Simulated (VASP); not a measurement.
# MnO (Fm-3m) in VASP: single point with PBEsol

Aim: the single point of MnO with PBEsol.

Program: VASP 6.6.1. These are calculated values, not measurements. Logs are shortened: lines on timing, memory, paths and dates and some standing lists are left out, and cuts for length are marked.

### Step 1. The cell of the first run

The structure is cubic, space group Fm-3m (No. 225). Conventional cell: a = 4.444 Å, b = 4.444 Å, c = 4.444 Å, α = 90.00°, β = 90.00°, γ = 90.00°. Within 2.9 Å of Mn (site symmetry m-3m) lie 6 O at 2.22 Å. O (site symmetry m-3m) has 6 Mn at 2.22 Å within 2.9 Å.

### Step 2. Single point, PBEsol, collinear spin, ferromagnetic start

Input file INCAR:

```
SYSTEM = MnO
PREC     = Accurate       ! precision mode
ENCUT    = 520            ! plane-wave cutoff, eV
EDIFF    = 1E-6           ! SCF threshold, eV
ISMEAR   = 0              ! smearing method
SIGMA    = 0.1            ! smearing width, eV
LREAL    = .FALSE.        ! projectors in reciprocal space
LASPH    = .TRUE.         ! aspherical terms in the spheres
NELM     = 150            ! most SCF steps
ALGO     = Normal         ! electronic algorithm
ISIF     = 2              ! what is computed and relaxed
LWAVE    = .FALSE.        ! write WAVECAR
LCHARG   = .FALSE.        ! write CHGCAR
ISPIN    = 2              ! spin polarisation
MAGMOM   = 4 0            ! initial moments
LORBIT   = 11             ! projections on sites
LMAXMIX  = 4              ! l up to which the mixer works
GGA      = PS             ! functional
NBANDS   = 20             ! bands
```

Input file KPOINTS:

```
Automatic mesh
0
G
  8 8 8
  0 0 0
```

Input file POSCAR:

```
MnO
1.0
    0.0000000000     -2.2220000000     -2.2220000000
    2.2220000000      0.0000000000     -2.2220000000
    2.2220000000     -2.2220000000      0.0000000000
Mn O
1 1
Direct
    0.0000000000      0.0000000000      0.0000000000
    0.5000000000      0.5000000000      0.5000000000
```

Potentials or basis: VASP PAW PBE potentials, release 64 (Mn_pv, O).

Command:

```console
> cat potpaw_PBE.64/Mn_pv/POTCAR potpaw_PBE.64/O/POTCAR > POTCAR
> mpirun -np 1 vasp_std > vasp.out
```

OUTCAR:

```text
SYSTEM = MnO
   PREC = Accurate
   ENCUT = 520
   EDIFF = 1E-6
   ISMEAR = 0
   LREAL = .FALSE.
   LASPH = .TRUE.
   NELM = 150
   ISIF = 2
   ISPIN = 2
   LORBIT = 11
   GGA = PS

 ion  position               nearest neighbor table
   1  0.000  0.000  0.000-   2 2.22   2 2.22   2 2.22   2 2.22   2 2.22   2 2.22
   2  0.500  0.500  0.500-   1 2.22   1 2.22   1 2.22   1 2.22   1 2.22   1 2.22

  LATTYP: Found a face centered cubic cell.
 ALAT       =     4.4440000000

  Lattice vectors:

 A1 = (   0.0000000000,  -2.2220000000,  -2.2220000000)
 A2 = (   2.2220000000,   0.0000000000,  -2.2220000000)
 A3 = (   2.2220000000,  -2.2220000000,   0.0000000000)

Analysis of symmetry for initial positions (statically):
=====================================================================
 Subroutine PRICEL returns:
 Original cell was already a primitive cell.

 Routine SETGRP: Setting up the symmetry group for a
 face centered cubic supercell.

 Subroutine GETGRP returns: Found 48 space group operations
 (whereof 48 operations were pure point group operations)
 out of a pool of 48 trial point group operations.

The static configuration has the point symmetry O_h .

Analysis of symmetry for dynamics (positions and initial velocities):
=====================================================================
 Subroutine PRICEL returns:
 Original cell was already a primitive cell.

 Routine SETGRP: Setting up the symmetry group for a
 face centered cubic supercell.

 Subroutine GETGRP returns: Found 48 space group operations
 (whereof 48 operations were pure point group operations)
 out of a pool of 48 trial point group operations.

The dynamic configuration has the point symmetry O_h .

Analysis of structural, dynamic, and magnetic symmetry:
=====================================================================
 Subroutine PRICEL returns:
 Original cell was already a primitive cell.

 Routine SETGRP: Setting up the symmetry group for a
 face centered cubic supercell.

 Subroutine GETGRP returns: Found 48 space group operations
 (whereof 48 operations were pure point group operations)
 out of a pool of 48 trial point group operations.

The overall configuration has the point symmetry O_h .

 Subroutine INISYM returns: Found 48 space group operations
 (whereof 48 operations are pure point group operations),
 and found     1 'primitive' translations

----------------------------------------------------------------------------------------

                                     Primitive cell

[... 107 lines left out ...]
   IALGO  =     38    algorithm
   IMIX   =      4    mixing-type and parameters
     AMIX     =   0.40;   BMIX     =  1.00
     AMIX_MAG =   1.60;   BMIX_MAG =  1.00
  volume/ion in A,a.u.               =      10.97        74.03
  Fermi-wavevector in a.u.,A,eV,Ry     =   1.560410  2.948747 33.128533  2.434878
  Thomas-Fermi vector in A             =   2.663626
   LORBIT       =     11    0 simple, 1 ext, 2 COOP (PROOUT), +10 PAW based schemes
   GGA     = PS    functional components
   LHFCALC =     F    Hartree Fock is set to
   AEXX    =    0.0000 exact exchange contribution
   IVDW    =     0    specifies the selected vdW correction
   LEPSILON=     F    determine dielectric tensor
   LRPA    =     F    only Hartree local field effects (RPA)
 spin polarized calculation
 Gauss-broadening in eV      SIGMA  =   0.10
  energy-cutoff  :      520.00
  volume of cell :       21.94
 maximum number of plane-waves:       609
   NGX = 11   NGY = 11   NGZ = 11

 number of electron      18.9999992 magnetization       4.7352641

 Free energy of the ion-electron system (eV)
  ---------------------------------------------------
  ext. energy  EPLUGINS =         0.00000000
  ---------------------------------------------------
  free energy    TOTEN  =       -17.21854427 eV

  energy without entropy =      -17.21244649  energy(sigma->0) =      -17.21549538

 E-fermi :   7.3443     XC(G=0): -12.1131

 val. band max:        7.3371646055   @ k =   0.3750   0.0000   0.0000
 cond. band min:       7.4464863397   @ k =   0.5000   0.3750   0.1250
 fundamental gap:      0.1093217341
 Fermi energy:         7.3442611554

 spin component 1

 k-point     1 :       0.0000    0.0000    0.0000
  band No.  band energies     occupation
      1     -42.7781      1.00000
      2     -42.7781      1.00000
      3     -42.7781      1.00000
      4     -12.8316      1.00000
      5       3.6196      1.00000
      6       3.6196      1.00000
[... 541 lines left out ...]
     19      30.8852      0.00000
     20      31.9557      0.00000

 [... further k-points ...]

 spin component 2

 k-point     1 :       0.0000    0.0000    0.0000
  band No.  band energies     occupation
      1     -38.1968      1.00000
      2     -38.1968      1.00000
      3     -38.1968      1.00000
      4     -12.3666      1.00000
      5       4.0377      1.00000
      6       4.0377      1.00000
[... 541 lines left out ...]
     19      32.3233      0.00000
     20      32.7638      0.00000

 [... further k-points ...]
[... 5 lines left out ...]
  --------------------------------------------------------------------------------------
  -------------------------------------------------------------------------------------
  Total       -0.9707036     -0.9707036     -0.9707036     -0.0000000     -0.0000000      0.0000000
  in kB      -70.8818544    -70.8818544    -70.8818544     -0.0000000     -0.0000000      0.0000000
  external PRESSURE =     -70.8818544 kB  Pullay stress =       0.0000000 kB

 VOLUME and BASIS-vectors are now :
 -----------------------------------------------------------------------------
  energy-cutoff  :      520.00
  volume of cell :       21.94
      direct lattice vectors                 reciprocal lattice vectors
     0.000000000 -2.222000000 -2.222000000    -0.225022502 -0.225022502 -0.225022502
     2.222000000  0.000000000 -2.222000000     0.225022502  0.225022502 -0.225022502
     2.222000000 -2.222000000  0.000000000     0.225022502 -0.225022502  0.225022502

 POSITION                                       TOTAL-FORCE (eV/Angst)
 -----------------------------------------------------------------------------------
      0.00000      0.00000      0.00000        -0.000000      0.000000      0.000000
      2.22200     -2.22200     -2.22200         0.000000     -0.000000     -0.000000
 -----------------------------------------------------------------------------------
    total drift:                                0.000000      0.000000      0.000000

  FREE ENERGIE OF THE ION-ELECTRON SYSTEM (eV)
  ---------------------------------------------------
  free  energy   TOTEN  =       -17.2185442736 eV

  energy  without entropy=      -17.2124464935  energy(sigma->0) =      -17.21549538

 total charge

# of ion       s       p       d       tot
------------------------------------------
    1        0.206   6.180   4.974  11.360
    2        1.557   3.391   0.000   4.947
--------------------------------------------------
tot          1.762   9.571   4.974  16.308

 magnetization (x)

# of ion       s       p       d       tot
------------------------------------------
    1        0.033   0.026   4.239   4.298
    2        0.030   0.164   0.000   0.194
--------------------------------------------------
tot          0.063   0.190   4.239   4.492
```

stdout:

```text
POSCAR found type information on POSCAR MnO
 POSCAR found :  2 types and       2 ions
 scaLAPACK will be used
 -----------------------------------------------------------------------------
|                                                                             |
|                                                                             |
|     You enforced a specific xc type in the INCAR file but a different       |
|     I HOPE YOU KNOW WHAT YOU ARE DOING!                                     |
|                                                                             |
 -----------------------------------------------------------------------------

 LDA part: xc-table for (Slater+PW92), standard interpolation
 POSCAR, INCAR and KPOINTS ok, starting setup
 FFT: planning ... GRIDC
 FFT: planning ... GRID_SOFT
 FFT: planning ... GRID
 WAVECAR not read
 entering main loop
```

Run time: 43 s. Hardware: 1 thread of AMD EPYC 7R43 (Zen 3), shared host; peak memory 0.12 GiB.

What came out:

```yaml
Free_energy: -17.2185 eV
Pressure: -7.1 GPa
Net_moment: 4.74 μB per cell
Site_moments: Mn +4.30; O +0.19 μB
Valence_electrons_inside_the_program's_atomic_spheres: Mn 11.36; O 4.95
```

Caveat: the PAW data sets were made with another functional, which shifts forces and pressure a little; a cell with one magnetic atom can't hold antiferromagnetic order, which such compounds often take; semilocal functionals often make such compounds metallic where correlation or magnetic order opens a gap, which also shifts bond lengths. With open d or f shells a metallic result of PBEsol can be an artefact of self-interaction; +U or a hybrid may open a gap.
